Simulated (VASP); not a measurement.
# Ti (Fm-3m) in VASP: a series of runs

Ti is run at these levels: PBE; tasks: single point.

Everything below comes from runs of VASP 6.6.1. Logs are shortened: lines on timing, memory, paths and dates and some standing lists are left out, and cuts for length are marked.

## 1. The cell of the first run

Symmetry: Fm-3m, No. 225, cubic system. The conventional cell has a = 4.005 Å, b = 4.005 Å, c = 4.005 Å, α = 90.00°, β = 90.00°, γ = 90.00°. Within 3.7 Å of Ti (site symmetry m-3m) lie 12 Ti at 2.83 Å.

## 2. Single point, PBE (volume scaled by 0.96)

INCAR reads:

```
PREC     = Accurate       # precision mode
ENCUT    = 520            # plane-wave cutoff, eV
EDIFF    = 1E-7           # SCF threshold, eV
ISMEAR   = -1             # smearing method
SIGMA    = 0.05           # smearing width, eV
LREAL    = False          # projectors in reciprocal space
LASPH    = True           # aspherical terms in the spheres
NELM     = 100            # most SCF steps
ALGO     = Normal         # electronic algorithm
ISIF     = 2              # what is computed and relaxed
LWAVE    = False          # write WAVECAR
LCHARG   = False          # write CHGCAR
GGA      = PE             # functional
NBANDS   = 12             # bands
```

KPOINTS reads:

```
Automatic mesh
0
Gamma
  15 15 15
```

POSCAR reads:

```
Ti
1.0
    0.0000000000      2.0025642044      2.0025642044
    2.0025642044      0.0000000000      2.0025642044
    2.0025642044      2.0025642044      0.0000000000
Ti
1
Direct
    0.0000000000      0.0000000000      0.0000000000
```

Potentials or basis: VASP PAW PBE potentials, release 64 (Ti_sv).

Started as:

```console
$ cat potpaw_PBE.64/Ti_sv/POTCAR > POTCAR
$ mpirun -np 1 vasp_std > vasp.out
```

OUTCAR:

```text
PREC = Accurate
   ENCUT = 520
   EDIFF = 1E-7
   ISMEAR = -1
   LREAL = False
   LASPH = True
   NELM = 100
   ISIF = 2
   GGA = PE

 ion  position               nearest neighbor table
   1  0.000  0.000  0.000-

  LATTYP: Found a face centered cubic cell.
 ALAT       =     4.0051284088

  Lattice vectors:

 A1 = (   0.0000000000,   2.0025642044,   2.0025642044)
 A2 = (   2.0025642044,   0.0000000000,   2.0025642044)
 A3 = (   2.0025642044,   2.0025642044,   0.0000000000)

Analysis of symmetry for initial positions (statically):
=====================================================================
 Subroutine PRICEL returns:
 Original cell was already a primitive cell.

 Routine SETGRP: Setting up the symmetry group for a
 face centered cubic supercell.

 Subroutine GETGRP returns: Found 48 space group operations
 (whereof 48 operations were pure point group operations)
 out of a pool of 48 trial point group operations.

The static configuration has the point symmetry O_h .

Analysis of symmetry for dynamics (positions and initial velocities):
=====================================================================
 Subroutine PRICEL returns:
 Original cell was already a primitive cell.

 Routine SETGRP: Setting up the symmetry group for a
 face centered cubic supercell.

 Subroutine GETGRP returns: Found 48 space group operations
 (whereof 48 operations were pure point group operations)
 out of a pool of 48 trial point group operations.

The dynamic configuration has the point symmetry O_h .

 Subroutine INISYM returns: Found 48 space group operations
 (whereof 48 operations are pure point group operations),
 and found     1 'primitive' translations

----------------------------------------------------------------------------------------

                                     Primitive cell

  volume of cell :      16.0616

  direct lattice vectors                    reciprocal lattice vectors
     0.000000000  2.002564204  2.002564204    -0.249679885  0.249679885  0.249679885
     2.002564204  0.000000000  2.002564204     0.249679885 -0.249679885  0.249679885
     2.002564204  2.002564204  0.000000000     0.249679885  0.249679885 -0.249679885

  length of vectors
     2.832053457  2.832053457  2.832053457     0.432458246  0.432458246  0.432458246

  position of ions in fractional coordinates (direct lattice)
     0.000000000  0.000000000  0.000000000

  ion indices of the primitive-cell ions
   primitive index   ion index
                 1           1

----------------------------------------------------------------------------------------

 KPOINTS: Automatic mesh

Automatic generation of k-mesh.
 Grid dimensions read from file:
 generate k-points for:   15   15   15

 Generating k-lattice:

  Cartesian coordinates                     Fractional coordinates (reciprocal lattice)
    -0.016645326  0.016645326  0.016645326     0.066666667  0.000000000  0.000000000
     0.016645326 -0.016645326  0.016645326     0.000000000  0.066666667  0.000000000
     0.016645326  0.016645326 -0.016645326     0.000000000  0.000000000  0.066666667

  Length of vectors
     0.028830550  0.028830550  0.028830550

  Shift w.r.t. Gamma in fractional coordinates (k-lattice)
     0.000000000  0.000000000  0.000000000

 Subroutine IBZKPT returns following result:
 ===========================================

 Found    120 irreducible k-points:

 Following reciprocal coordinates:
            Coordinates               Weight
  0.000000  0.000000  0.000000      1.000000
  0.066667  0.000000  0.000000      8.000000
  0.133333  0.000000  0.000000      8.000000
  0.200000  0.000000  0.000000      8.000000
  0.266667  0.000000  0.000000      8.000000
  0.333333  0.000000  0.000000      8.000000
[... 16 lines left out ...]
  0.133333  0.133333  0.000000      6.000000
  0.200000  0.133333  0.000000     24.000000
 [... further k-points ...]
   k-points           NKPTS =    120   k-points in BZ     NKDIM =    120   number of bands    NBANDS=     12
   number of dos      NEDOS =    301   number of ions     NIONS =      1
   total plane-waves  NPLWV =  13824
   dimension x,y,z NGX =    24 NGY =   24 NGZ =   24
   dimension x,y,z NGXF=    48 NGYF=   48 NGZF=   48
   ions per type =               1
   NGX,Y,Z   is equivalent  to a cutoff of  14.09, 14.09, 14.09 a.u.
   NGXF,Y,Z  is equivalent  to a cutoff of  28.18, 28.18, 28.18 a.u.
 SYSTEM =  unknown system
   PREC   = accura    normal or accurate (medium, high low for compatibility)
   ISTART =      0    job   : 0-new  1-cont  2-samecut
   ICHARG =      2    charge: 1-file 2-atom 10-const
   ISPIN  =      1    spin polarized calculation?
   LNONCOLLINEAR =      F non collinear calculations
   LSORBIT =      F    spin-orbit coupling
   LASPH  =      T    aspherical Exc in radial PAW
   ENCUT  =  520.0 eV  38.22 Ry    6.18 a.u.   5.27  5.27  5.27*2*pi/ulx,y,z
   NELM   =    100;   NELMIN=  2; NELMDL= -5     # of ELM steps
   EDIFF  = 0.1E-06   stopping-criterion for ELM
   LREAL  =      F    real-space projection
   EDIFFG = 0.1E-05   stopping-criterion for IOM
   NSW    =      0    number of steps for IOM
   IBRION =     -1    ionic relax: 0-MD 1-quasi-New 2-CG
   NFREE  =      0    steps in history (QN), initial steepest desc. (CG)
   ISIF   =      2    stress and relaxation
   ISYM   =      2    0-nonsym 1-usesym 2-fastsym
   POTIM  = 0.5000    time-step for ionic-motion
   TEBEG  =    0.0;   TEEND  =   0.0 temperature during run
   PSTRESS=    0.0 pullay stress
   NELECT =      12.0000    total number of electrons
   NUPDOWN=      -1.0000    fix difference up-down
   EMIN   =  10.00;   EMAX   =-10.00  energy-range for DOS
   EFERMI =   0.00;   METHOD = LEGACY
   ISMEAR =    -1;   SIGMA  =   0.05  broadening in eV -4-tet -1-fermi 0-gaus
   EFERMI_NEDOS =   21; number of points for ismear=-14 and -15
   IALGO  =     38    algorithm
   IMIX   =      4    mixing-type and parameters
     AMIX     =   0.40;   BMIX     =  1.00
     AMIX_MAG =   1.60;   BMIX_MAG =  1.00
  volume/ion in A,a.u.               =      16.06       108.39
  Fermi-wavevector in a.u.,A,eV,Ry     =   1.485498  2.807185 30.024043  2.206705
  Thomas-Fermi vector in A             =   2.598902
   LORBIT       =      0    0 simple, 1 ext, 2 COOP (PROOUT), +10 PAW based schemes
   GGA     = PE    functional components
   LHFCALC =     F    Hartree Fock is set to
   AEXX    =    0.0000 exact exchange contribution
   IVDW    =     0    specifies the selected vdW correction
   LEPSILON=     F    determine dielectric tensor
   LRPA    =     F    only Hartree local field effects (RPA)
 non-spin polarized calculation
  energy-cutoff  :      520.00
  volume of cell :       16.06
 maximum number of plane-waves:       445
 NGX is ok and might be reduce to    24
   NGX = 11   NGY = 11   NGZ = 11

 number of electron      11.9999999 magnetization

 Free energy of the ion-electron system (eV)
  ---------------------------------------------------
  ext. energy  EPLUGINS =         0.00000000
  ---------------------------------------------------
  free energy    TOTEN  =        -7.74890959 eV

  energy without entropy =       -7.73554407  energy(sigma->0) =       -7.74222683

 E-fermi :   9.0836     XC(G=0): -11.8721

 val. band max:        9.0797024419   @ k =   0.2667   0.1333   0.0667
 cond. band min:       9.0886770827   @ k =  -0.3333   0.0667   0.0000
 fundamental gap:      0.0089746408
 Fermi energy:         9.0836168692

 k-point     1 :       0.0000    0.0000    0.0000
  band No.  band energies     occupation
      1     -47.5074      2.00000
      2     -23.2643      2.00000
      3     -23.2643      2.00000
      4     -23.2643      2.00000
      5       2.8031      2.00000
      6       9.9966      0.00000
      7       9.9966      0.00000
      8       9.9966      0.00000
      9      11.8103      0.00000
     10      11.8103      0.00000
     11      24.7600      0.00000
     12      29.6269      0.00000

 k-point     2 :       0.0667    0.0000    0.0000
  band No.  band energies     occupation
      1     -47.5003      2.00000
      2     -23.3031      2.00000
      3     -23.2690      2.00000
      4     -23.2690      2.00000
      5       2.9582      2.00000
      6       9.8976      0.00000
      7      10.0538      0.00000
      8      10.0538      0.00000
      9      11.7720      0.00000
     10      11.7720      0.00000
     11      24.9100      0.00000
     12      28.4857      0.00000

 k-point     3 :       0.1333    0.0000    0.0000
  band No.  band energies     occupation
      1     -47.4801      2.00000
      2     -23.4119      2.00000
      3     -23.2824      2.00000
      4     -23.2824      2.00000
      5       3.4064      2.00000
      6       9.6410      0.00003
      7      10.1913      0.00000
      8      10.1913      0.00000
      9      11.6999      0.00000
     10      11.6999      0.00000
     11      25.1444      0.00000
     12      26.6600      0.00000
[... 286 lines left out ...]
 k-point    23 :       0.1333    0.1333    0.0000
  band No.  band energies     occupation
      1     -47.4710      2.00000
      2     -23.4081      2.00000
      3     -23.3144      2.00000
      4     -23.3144      2.00000
      5       3.6016      2.00000
      6       9.4059      0.00317
      7      10.3717      0.00000
      8      10.3717      0.00000
      9      11.2299      0.00000
     10      11.9923      0.00000
     11      25.5129      0.00000
     12      27.2924      0.00000

 k-point    24 :       0.2000    0.1333    0.0000
  band No.  band energies     occupation
      1     -47.4487      2.00000
      2     -23.5106      2.00000
      3     -23.3397      2.00000
      4     -23.3329      2.00000
      5       4.1054      2.00000
      6       9.1226      0.62880
      7      10.4803      0.00000
      8      10.5564      0.00000
      9      11.0868      0.00000
     10      12.0862      0.00000
     11      25.5299      0.00000
     12      26.1844      0.00000

 [... further k-points ...]
[... 5 lines left out ...]
  --------------------------------------------------------------------------------------
  -------------------------------------------------------------------------------------
  Total        0.9459141      0.9459141      0.9459141     -0.0000000      0.0000000      0.0000000
  in kB       94.3567419     94.3567419     94.3567419     -0.0000000      0.0000000      0.0000000
  external PRESSURE =      94.3567419 kB  Pullay stress =       0.0000000 kB

 VOLUME and BASIS-vectors are now :
 -----------------------------------------------------------------------------
  energy-cutoff  :      520.00
  volume of cell :       16.06
      direct lattice vectors                 reciprocal lattice vectors
     0.000000000  2.002564204  2.002564204    -0.249679885  0.249679885  0.249679885
     2.002564204  0.000000000  2.002564204     0.249679885 -0.249679885  0.249679885
     2.002564204  2.002564204  0.000000000     0.249679885  0.249679885 -0.249679885

 POSITION                                       TOTAL-FORCE (eV/Angst)
 -----------------------------------------------------------------------------------
      0.00000      0.00000      0.00000         0.000000      0.000000      0.000000
 -----------------------------------------------------------------------------------
    total drift:                               -0.000000      0.000000      0.000000

  FREE ENERGIE OF THE ION-ELECTRON SYSTEM (eV)
  ---------------------------------------------------
  free  energy   TOTEN  =        -7.7489095856 eV

  energy  without entropy=       -7.7355440685  energy(sigma->0) =       -7.74222683
```

It took 11 s on 1 thread of Intel Xeon Platinum 8488C (Sapphire Rapids), shared host; peak memory 0.15 GiB.

What came out:

```
Free energy            : -7.7489 eV
Pressure               : 9.4 GPa
Band gap on the k mesh : zero (band 6 reaches 10.00 eV, above the bottom of band 7 at 8.76 eV)
```

Levels at points of the mesh, in eV from the Fermi level:
| k point | band 4 | band 5 | band 6 | band 7 | band 8 | band 9 |
| --- | --- | --- | --- | --- | --- | --- |
| (0.00, 0.00, 0.00) | -32.35 | -6.28 | 0.91 | 0.91 | 0.91 | 2.73 |

## 3. Single point, PBE (volume scaled by 0.98)

INCAR reads:

```
PREC = Accurate ; ENCUT = 520
EDIFF = 1E-7 ; ISMEAR = -1
SIGMA = 0.05 ; LREAL = F
LASPH = T ; NELM = 60
ALGO = Normal ; ISIF = 2
LWAVE = F ; LCHARG = F
GGA = PE ; NBANDS = 12
```

KPOINTS reads:

```
regular mesh
0
Gamma
  15 15 15
```

POSCAR reads:

```
Ti
1.0
    0.0000000000      2.0163754284      2.0163754284
    2.0163754284      0.0000000000      2.0163754284
    2.0163754284      2.0163754284      0.0000000000
Ti
1
Direct
    0.0000000000      0.0000000000      0.0000000000
```

Potentials or basis: VASP PAW PBE potentials, release 64 (Ti_sv).

Started as:

```console
$ cat potpaw_PBE.64/Ti_sv/POTCAR > POTCAR
$ mpirun -np 1 vasp_std > vasp.out
```

It took 12 s on 1 thread of Intel Xeon Platinum 8488C (Sapphire Rapids), shared host; peak memory 0.15 GiB.

Results (log left out):

- Free energy: -7.7658 eV
- Pressure: 6.7 GPa
- Band gap on the k mesh: zero (band 6 reaches 9.75 eV, above the bottom of band 7 at 8.55 eV)

Levels at points of the mesh, in eV from the Fermi level:
| k point | band 2 | band 3 | band 4 | band 5 | band 6 | band 7 | band 8 | band 9 | band 10 | band 11 |
| --- | --- | --- | --- | --- | --- | --- | --- | --- | --- | --- |
| (0.00, 0.00, 0.00) | -32.41 | -32.41 | -32.41 | -6.23 | 0.90 | 0.90 | 0.90 | 2.67 | 2.67 | 15.56 |

## 4. Single point, PBE (volume scaled by 0.99)

INCAR reads:

```
SYSTEM = Ti
PREC = Accurate
ENCUT = 520
EDIFF = 1E-7
ISMEAR = -1
SIGMA = 0.05
LREAL = .False.
LASPH = .True.
NELM = 100
ALGO = Normal
ISIF = 2
LWAVE = .False.
LCHARG = .False.
GGA = PE
NBANDS = 12
```

KPOINTS reads:

```
regular mesh
0
Gamma
  15 15 15
  0 0 0
```

POSCAR reads:

```
Ti
1.0
    0.0000000000      2.0232106516      2.0232106516
    2.0232106516      0.0000000000      2.0232106516
    2.0232106516      2.0232106516      0.0000000000
Ti
1
Direct
    0.0000000000      0.0000000000      0.0000000000
```

Potentials or basis: VASP PAW PBE potentials, release 64 (Ti_sv).

Started as:

```console
$ cat potpaw_PBE.64/Ti_sv/POTCAR > POTCAR
$ mpirun -np 1 vasp_std > vasp.out
```

OUTCAR:

```text
SYSTEM = Ti
   PREC = Accurate
   ENCUT = 520
   EDIFF = 1E-7
   ISMEAR = -1
   LREAL = .False.
   LASPH = .True.
   NELM = 100
   ISIF = 2
   GGA = PE

 ion  position               nearest neighbor table
   1  0.000  0.000  0.000-

  LATTYP: Found a face centered cubic cell.
 ALAT       =     4.0464213032

  Lattice vectors:

 A1 = (   0.0000000000,   2.0232106516,   2.0232106516)
 A2 = (   2.0232106516,   0.0000000000,   2.0232106516)
 A3 = (   2.0232106516,   2.0232106516,   0.0000000000)

Analysis of symmetry for initial positions (statically):
[... 531 lines left out ...]
      7      10.1000      0.00000
      8      10.1715      0.00000
      9      10.6835      0.00000
     10      11.6393      0.00000
     11      24.8725      0.00000
     12      25.5689      0.00000

 [... further k-points ...]
[... 5 lines left out ...]
  --------------------------------------------------------------------------------------
  -------------------------------------------------------------------------------------
  Total        0.5573327      0.5573327      0.5573327     -0.0000000      0.0000000      0.0000000
  in kB       53.9103065     53.9103065     53.9103065     -0.0000000      0.0000000      0.0000000
  external PRESSURE =      53.9103065 kB  Pullay stress =       0.0000000 kB

 VOLUME and BASIS-vectors are now :
 -----------------------------------------------------------------------------
  energy-cutoff  :      520.00
  volume of cell :       16.56
      direct lattice vectors                 reciprocal lattice vectors
     0.000000000  2.023210652  2.023210652    -0.247131953  0.247131953  0.247131953
     2.023210652  0.000000000  2.023210652     0.247131953 -0.247131953  0.247131953
     2.023210652  2.023210652  0.000000000     0.247131953  0.247131953 -0.247131953

 POSITION                                       TOTAL-FORCE (eV/Angst)
 -----------------------------------------------------------------------------------
      0.00000      0.00000      0.00000         0.000000      0.000000     -0.000000
 -----------------------------------------------------------------------------------
    total drift:                               -0.000000      0.000000     -0.000000

  FREE ENERGIE OF THE ION-ELECTRON SYSTEM (eV)
  ---------------------------------------------------
  free  energy   TOTEN  =        -7.7722159007 eV

  energy  without entropy=       -7.7586462810  energy(sigma->0) =       -7.76543109
```

stdout:

```text
POSCAR found type information on POSCAR Ti
 POSCAR found :  1 types and       1 ions
 scaLAPACK will be used
 LDA part: xc-table for (Slater+PW92), standard interpolation
 POSCAR, INCAR and KPOINTS ok, starting setup
 FFT: planning ... GRIDC
 FFT: planning ... GRID_SOFT
 FFT: planning ... GRID
 WAVECAR not read
 entering main loop
```

Wall time 12 s (1 thread of Intel Xeon Platinum 8488C (Sapphire Rapids), shared host); peak memory 0.15 GiB.

Results:

* Free energy: -7.7722 eV
* Pressure: 5.4 GPa
* Band gap on the k mesh: zero (band 6 reaches 9.63 eV, above the bottom of band 7 at 8.44 eV)

[end of part 1 of 2]
